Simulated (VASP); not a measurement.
Input of a VASP 6.6.1 run:

File INCAR:

```
SYSTEM = Ta
  ALGO = Normal
  EDIFF = 1E-7
  ENCUT = 520
  GGA = PE
  ISIF = 2
  ISMEAR = -1
  LASPH = .True.
  LCHARG = .False.
  LREAL = .False.
  LWAVE = .False.
  NBANDS = 12
  NELM = 100
  PREC = Accurate
  SIGMA = 0.15
```

Contents of KPOINTS:

```
k-points
0
Gamma
  12 12 12
  0 0 0
```

The input POSCAR:

```
Ta
1.0
   -1.6289626696      1.6289626696      1.6289626696
    1.6289626696     -1.6289626696      1.6289626696
    1.6289626696      1.6289626696     -1.6289626696
Ta
1
Direct
    0.0000000000      0.0000000000      0.0000000000
```

Potentials or basis: VASP PAW PBE potentials, release 64 (Ta_pv).

Launch:

```console
$ cat potpaw_PBE.64/Ta_pv/POTCAR > POTCAR
$ mpirun -np 1 vasp_std > vasp.out
```

Estimate the pressure.

12.4 GPa.
